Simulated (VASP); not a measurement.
# ZnS (P2_1) in VASP: single point with PBE

Aim: the single point of ZnS with PBE.

Program: VASP 6.6.1. These are calculated values, not measurements. Logs are shortened: lines on timing, memory, paths and dates and some standing lists are left out, and cuts for length are marked.

## Step 1: The cell of the first run

The structure is monoclinic, space group P2_1 (No. 4). The conventional cell has a = 3.811 Å, b = 6.234 Å, c = 3.811 Å, α = 90.00°, β = 120.00°, γ = 90.00°. Within 3.0 Å of Zn (site symmetry 1) lie 4 S at 2.27 to 2.46 Å. Within 3.0 Å of S (site symmetry 1) lie 4 Zn at 2.27 to 2.46 Å.

## Step 2: Single point, PBE (atoms displaced along a vibrational mode)

Input file INCAR:

```
ALGO     = Normal         # electronic algorithm
EDIFF    = 1E-6           # SCF threshold, eV
ENCUT    = 520            # plane-wave cutoff, eV
GGA      = PE             # functional
ISIF     = 2              # what is computed and relaxed
ISMEAR   = 0              # smearing method
LASPH    = T              # aspherical terms in the spheres
LCHARG   = F              # write CHGCAR
LREAL    = F              # projectors in reciprocal space
LWAVE    = F              # write WAVECAR
NBANDS   = 26             # bands
NELM     = 60             # most SCF steps
PREC     = Accurate       # precision mode
SIGMA    = 0.05           # smearing width, eV
```

Input file KPOINTS:

```
k-points
0
Gamma
  12 12 6
```

Input file POSCAR:

```
ZnS
1.0
    3.8109987816      0.0000000000      0.0000000000
   -1.9054993908      3.3004217586      0.0000000000
    0.0000000000      0.0000000000      6.2340000000
Zn S
2 2
Direct
    0.2455331159      0.6023924466      0.0000000000
    0.7544668841      0.3976075534      0.5000000000
    0.4079420238      0.7212840188      0.3850000000
    0.5920579762      0.2787159812      0.8850000000
```

Potentials or basis: VASP PAW PBE potentials, release 64 (Zn, S).

Started as:

```bash
$ cat potpaw_PBE.64/Zn/POTCAR potpaw_PBE.64/S/POTCAR > POTCAR
$ mpirun -np 1 vasp_std > vasp.out
```

OUTCAR:

```text
EDIFF = 1E-6
   ENCUT = 520
   GGA = PE
   ISIF = 2
   ISMEAR = 0
   LASPH = T
   LREAL = F
   NELM = 60
   PREC = Accurate

 ion  position               nearest neighbor table
   1  0.246  0.602  0.000-   4 2.27   4 2.33   4 2.34   3 2.46
   2  0.754  0.398  0.500-   3 2.27   3 2.33   3 2.34   4 2.46
   3  0.408  0.721  0.385-   2 2.27   2 2.33   2 2.34   1 2.46
   4  0.592  0.279  0.885-   1 2.27   1 2.33   1 2.34   2 2.46

  LATTYP: Found a hexagonal cell.
 ALAT       =     3.8109987816
 C/A-ratio  =     1.6357916539

  Lattice vectors:

 A1 = (   3.8109987816,   0.0000000000,   0.0000000000)
 A2 = (  -1.9054993908,   3.3004217586,   0.0000000000)
 A3 = (   0.0000000000,   0.0000000000,   6.2340000000)

Analysis of symmetry for initial positions (statically):
=====================================================================
 Subroutine PRICEL returns:
 Original cell was already a primitive cell.

 Routine SETGRP: Setting up the symmetry group for a
 hexagonal supercell.

 Subroutine GETGRP returns: Found  2 space group operations
 (whereof  1 operations were pure point group operations)
 out of a pool of 24 trial point group operations.

The static configuration has the point symmetry C_1 .
 The point group associated with its full space group is C_2 .

Analysis of symmetry for dynamics (positions and initial velocities):
=====================================================================
 Subroutine PRICEL returns:
 Original cell was already a primitive cell.

 Routine SETGRP: Setting up the symmetry group for a
 hexagonal supercell.

 Subroutine GETGRP returns: Found  2 space group operations
 (whereof  1 operations were pure point group operations)
 out of a pool of 24 trial point group operations.

The dynamic configuration has the point symmetry C_1 .
 The point group associated with its full space group is C_2 .

 Subroutine INISYM returns: Found  2 space group operations
 (whereof  1 operations are pure point group operations),
 and found     1 'primitive' translations

----------------------------------------------------------------------------------------

                                     Primitive cell

  volume of cell :      78.4106

  direct lattice vectors                    reciprocal lattice vectors
     3.810998782  0.000000000  0.000000000     0.262398405  0.151495789  0.000000000
    -1.905499391  3.300421759  0.000000000     0.000000000  0.302991579  0.000000000
     0.000000000  0.000000000  6.234000000     0.000000000  0.000000000  0.160410651

  length of vectors
     3.810998782  3.810998782  6.234000000     0.302991579  0.302991579  0.160410651

  position of ions in fractional coordinates (direct lattice)
     0.245533116  0.602392447  0.000000000
     0.754466884  0.397607553  0.500000000
     0.407942024  0.721284019  0.385000000
     0.592057976  0.278715981  0.885000000

  ion indices of the primitive-cell ions
   primitive index   ion index
                 1           1
                 2           2
                 3           3
                 4           4

----------------------------------------------------------------------------------------

 KPOINTS: k-points

Automatic generation of k-mesh.
 Grid dimensions read from file:
 generate k-points for:   12   12    6

 Generating k-lattice:

  Cartesian coordinates                     Fractional coordinates (reciprocal lattice)
     0.021866534  0.012624649  0.000000000     0.083333333  0.000000000  0.000000000
     0.000000000  0.025249298  0.000000000     0.000000000  0.083333333  0.000000000
     0.000000000  0.000000000  0.026735109     0.000000000  0.000000000  0.166666667

  Length of vectors
     0.025249298  0.025249298  0.026735109

  Shift w.r.t. Gamma in fractional coordinates (k-lattice)
     0.000000000  0.000000000  0.000000000

 Subroutine IBZKPT returns following result:
 ===========================================

 Found    296 irreducible k-points:

 Following reciprocal coordinates:
            Coordinates               Weight
  0.000000  0.000000  0.000000      1.000000
  0.083333  0.000000  0.000000      2.000000
  0.000000  0.083333  0.000000      2.000000
 -0.083333  0.083333  0.000000      2.000000
  0.166667  0.000000  0.000000      2.000000
  0.000000  0.166667  0.000000      2.000000
[... 16 lines left out ...]
  0.166667  0.083333  0.000000      2.000000
 -0.083333  0.250000  0.000000      2.000000
 [... further k-points ...]
   k-points           NKPTS =    296   k-points in BZ     NKDIM =    296   number of bands    NBANDS=     26
   number of dos      NEDOS =    301   number of ions     NIONS =      4
   total plane-waves  NPLWV =  37632
   dimension x,y,z NGX =    28 NGY =   28 NGZ =   48
   dimension x,y,z NGXF=    56 NGYF=   56 NGZF=   96
   ions per type =               2   2
   NGX,Y,Z   is equivalent  to a cutoff of  12.21, 12.21, 12.80 a.u.
   NGXF,Y,Z  is equivalent  to a cutoff of  24.43, 24.43, 25.60 a.u.
 SYSTEM =  unknown system
   PREC   = accura    normal or accurate (medium, high low for compatibility)
   ISTART =      0    job   : 0-new  1-cont  2-samecut
   ICHARG =      2    charge: 1-file 2-atom 10-const
   ISPIN  =      1    spin polarized calculation?
   LNONCOLLINEAR =      F non collinear calculations
   LSORBIT =      F    spin-orbit coupling
   LASPH  =      T    aspherical Exc in radial PAW
   ENCUT  =  520.0 eV  38.22 Ry    6.18 a.u.   7.09  7.09 11.59*2*pi/ulx,y,z
   NELM   =     60;   NELMIN=  2; NELMDL= -5     # of ELM steps
   EDIFF  = 0.1E-05   stopping-criterion for ELM
   LREAL  =      F    real-space projection
   EDIFFG = 0.1E-04   stopping-criterion for IOM
   NSW    =      0    number of steps for IOM
   IBRION =     -1    ionic relax: 0-MD 1-quasi-New 2-CG
   NFREE  =      0    steps in history (QN), initial steepest desc. (CG)
   ISIF   =      2    stress and relaxation
   ISYM   =      2    0-nonsym 1-usesym 2-fastsym
   POTIM  = 0.5000    time-step for ionic-motion
   TEBEG  =    0.0;   TEEND  =   0.0 temperature during run
   PSTRESS=    0.0 pullay stress
   NELECT =      36.0000    total number of electrons
   NUPDOWN=      -1.0000    fix difference up-down
   EMIN   =  10.00;   EMAX   =-10.00  energy-range for DOS
   EFERMI =   0.00;   METHOD = LEGACY
   ISMEAR =     0;   SIGMA  =   0.05  broadening in eV -4-tet -1-fermi 0-gaus
   EFERMI_NEDOS =   21; number of points for ismear=-14 and -15
   IALGO  =     38    algorithm
   IMIX   =      4    mixing-type and parameters
     AMIX     =   0.40;   BMIX     =  1.00
     AMIX_MAG =   1.60;   BMIX_MAG =  1.00
  volume/ion in A,a.u.               =      19.60       132.29
  Fermi-wavevector in a.u.,A,eV,Ry     =   1.262944  2.386617 21.701656  1.595027
  Thomas-Fermi vector in A             =   2.396326
   LORBIT       =      0    0 simple, 1 ext, 2 COOP (PROOUT), +10 PAW based schemes
   GGA     = PE    functional components
   LHFCALC =     F    Hartree Fock is set to
   AEXX    =    0.0000 exact exchange contribution
   IVDW    =     0    specifies the selected vdW correction
   LEPSILON=     F    determine dielectric tensor
   LRPA    =     F    only Hartree local field effects (RPA)
 non-spin polarized calculation
 Gauss-broadening in eV      SIGMA  =   0.05
  energy-cutoff  :      520.00
  volume of cell :       78.41
 maximum number of plane-waves:      2133
   NGX = 15   NGY = 15   NGZ = 23

 number of electron      35.9999991 magnetization

 Free energy of the ion-electron system (eV)
  ---------------------------------------------------
  ext. energy  EPLUGINS =         0.00000000
  ---------------------------------------------------
  free energy    TOTEN  =       -13.48762159 eV

  energy without entropy =      -13.48762159  energy(sigma->0) =      -13.48762159

 E-fermi :   2.4595     XC(G=0):  -9.6788

 val. band max:        2.2398926599   @ k =   0.0000   0.0000   0.0000
 cond. band min:       4.2780930158   @ k =   0.0000   0.0000   0.0000
 fundamental gap:      2.0382003559
 Fermi energy:         2.4594760376

 k-point     1 :       0.0000    0.0000    0.0000
  band No.  band energies     occupation
      1     -10.9952      2.00000
      2     -10.0586      2.00000
      3      -4.2699      2.00000
      4      -4.2232      2.00000
      5      -4.1730      2.00000
      6      -4.1538      2.00000
[... 18 lines left out ...]
     25      10.0559      0.00000
     26      10.8286      0.00000

 k-point     2 :       0.0833    0.0000    0.0000
  band No.  band energies     occupation
      1     -10.9472      2.00000
      2     -10.0279      2.00000
      3      -4.2747      2.00000
      4      -4.2180      2.00000
      5      -4.1578      2.00000
      6      -4.1420      2.00000
[... 18 lines left out ...]
     25      10.2015      0.00000
     26      10.4764      0.00000

 k-point     3 :       0.0000    0.0833    0.0000
  band No.  band energies     occupation
      1     -10.9463      2.00000
      2     -10.0317      2.00000
      3      -4.2642      2.00000
      4      -4.2116      2.00000
      5      -4.1651      2.00000
      6      -4.1541      2.00000
[... 18 lines left out ...]
     25       9.9925      0.00000
     26      10.6775      0.00000

 k-point     4 :      -0.0833    0.0833    0.0000
  band No.  band energies     occupation
      1     -10.9468      2.00000
      2     -10.0306      2.00000
      3      -4.2675      2.00000
      4      -4.2116      2.00000
      5      -4.1662      2.00000
      6      -4.1489      2.00000
[... 18 lines left out ...]
     25      10.0951      0.00000
     26      10.7169      0.00000

 k-point     5 :       0.1667    0.0000    0.0000
  band No.  band energies     occupation
      1     -10.8103      2.00000
      2      -9.9434      2.00000
      3      -4.2782      2.00000
      4      -4.2065      2.00000
      5      -4.1140      2.00000
      6      -4.1104      2.00000
[... 18 lines left out ...]
     25      10.1867      0.00000
     26      10.6492      0.00000

 k-point     6 :       0.0000    0.1667    0.0000
  band No.  band energies     occupation
      1     -10.8059      2.00000
      2      -9.9594      2.00000
      3      -4.2505      2.00000
      4      -4.1752      2.00000
      5      -4.1514      2.00000
      6      -4.1432      2.00000
[... 427 lines left out ...]
 k-point    21 :      -0.0833    0.1667    0.0000
  band No.  band energies     occupation
      1     -10.8518      2.00000
      2      -9.9834      2.00000
      3      -4.2490      2.00000
      4      -4.1874      2.00000
      5      -4.1584      2.00000
      6      -4.1499      2.00000
[... 18 lines left out ...]
     25      10.5922      0.00000
     26      10.6439      0.00000

 k-point    22 :      -0.1667    0.0833    0.0000
  band No.  band energies     occupation
      1     -10.8547      2.00000
      2      -9.9723      2.00000
      3      -4.2755      2.00000
      4      -4.2009      2.00000
      5      -4.1405      2.00000
      6      -4.1213      2.00000
[... 18 lines left out ...]
     25      10.3396      0.00000
     26      10.4803      0.00000

 k-point    23 :       0.1667    0.0833    0.0000
  band No.  band energies     occupation
      1     -10.6816      2.00000
      2      -9.8764      2.00000
      3      -4.2647      2.00000
      4      -4.1844      2.00000
      5      -4.0994      2.00000
      6      -4.0831      2.00000
[... 18 lines left out ...]
     25      10.4650      0.00000
     26      10.9812      0.00000

 k-point    24 :      -0.0833    0.2500    0.0000
  band No.  band energies     occupation
      1     -10.6743      2.00000
      2      -9.9027      2.00000
      3      -4.2249      2.00000
      4      -4.1543      2.00000
      5      -4.1390      2.00000
      6      -4.1268      2.00000
[... 18 lines left out ...]
     25      10.4390      0.00000
     26      10.7722      0.00000

 [... further k-points ...]

------------------------ aborting loop because EDIFF is reached ----------------------------------------

  FORCE on cell =-STRESS in cart. coord.  units (eV):
  Direction    XX          YY          ZZ          XY          YZ          ZX
  --------------------------------------------------------------------------------------
  -------------------------------------------------------------------------------------
  Total        1.2315581      1.5254909      0.0918190     -0.3244116      0.0000000      0.0000000
  in kB       25.1646244     31.1705991      1.8761513     -6.6287535      0.0000000      0.0000000
  external PRESSURE =      19.4037916 kB  Pullay stress =       0.0000000 kB

 VOLUME and BASIS-vectors are now :
 -----------------------------------------------------------------------------
  energy-cutoff  :      520.00
  volume of cell :       78.41
      direct lattice vectors                 reciprocal lattice vectors
     3.810998782  0.000000000  0.000000000     0.262398405  0.151495789  0.000000000
    -1.905499391  3.300421759  0.000000000     0.000000000  0.302991579  0.000000000
     0.000000000  0.000000000  6.234000000     0.000000000  0.000000000  0.160410651

 POSITION                                       TOTAL-FORCE (eV/Angst)
 -----------------------------------------------------------------------------------
     -0.21213      1.98815      0.00000         0.353156      0.292462      0.415278
      2.11763      1.31227      3.11700        -0.353156     -0.292462      0.415278
      0.18026      2.38054      2.40009        -0.072707     -0.126046     -0.415278
      1.72524      0.91988      5.51709         0.072707      0.126046     -0.415278
 -----------------------------------------------------------------------------------
    total drift:                               -0.000000     -0.000001      0.000337

  FREE ENERGIE OF THE ION-ELECTRON SYSTEM (eV)
  ---------------------------------------------------
  free  energy   TOTEN  =       -13.4876215910 eV

  energy  without entropy=      -13.4876215910  energy(sigma->0) =      -13.48762159
```

Run time: 8.6 min. Hardware: 1 thread of Intel Xeon 8259CL, shared host; peak memory 0.57 GiB.

Results:

```yaml
Free_energy: -13.4876 eV
Pressure: 1.9 GPa
Largest_force: 0.619 eV/Å
Band_gap_on_the_k_mesh: 2.04 eV
```

Forces on the atoms (eV/Å):
```
Zn   0.353  0.292  0.415
Zn  -0.353 -0.292  0.415
S   -0.073 -0.126 -0.415
S    0.073  0.126 -0.415
```

Caveat: the cell differs from its parent crystal (atoms displaced along a vibrational mode). A k mesh can miss the band edges.
